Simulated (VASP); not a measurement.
Set up this calculation in VASP 6.6.1, as the native input.

```
Task                   : single point
Functional             : PBE
Potentials or basis    : VASP PAW PBE potentials, release 64 (W_sv, F)
Cutoff                 : 520 eV
k mesh                 : 20 × 20 × 20
Occupations            : gaussian, width 0.1 eV
Spin                   : no spin polarisation
Dipole correction      : no
Further INCAR settings : ALGO = Normal; EDIFF = 1e-06; NBANDS = 18
```

The structure of WF lies in POSCAR:

```
WF
1.0
    0.0000000000      2.4241945419      2.4241945419
    2.4241945419      0.0000000000      2.4241945419
    2.4241945419      2.4241945419      0.0000000000
W F
1 1
Direct
    0.0000000000      0.0000000000      0.0000000000
    0.2500000000      0.2500000000      0.2500000000
```

The input as run:

INCAR

```
  PREC = Accurate
  ENCUT = 520
  EDIFF = 1E-6
  ISMEAR = 0
  SIGMA = 0.1
  LREAL = F
  LASPH = T
  NELM = 60
  ALGO = Normal
  ISIF = 2
  LWAVE = F
  LCHARG = F
  GGA = PE
  NBANDS = 18
```

KPOINTS

```
regular mesh
0
Gamma
  20 20 20
```

Potentials or basis: VASP PAW PBE potentials, release 64 (W_sv, F).

Run with:

```sh
$ cat potpaw_PBE.64/W_sv/POTCAR potpaw_PBE.64/F/POTCAR > POTCAR
$ mpirun -np 1 vasp_std > vasp.out
```

Results of the run:

The pressure is 1.2 GPa and the band gap on the k mesh is zero (an odd number of electrons rules out a gap without spin polarisation).

Caveat: spin-orbit coupling is left out, which moves the levels of the heavy elements; an odd number of electrons without spin polarisation forces a metal; a magnetic or distorted state may lie lower.

Wall time 3.3 min on 1 thread of Intel Xeon 8259CL, with other jobs on the host, peak memory 0.26 GiB.
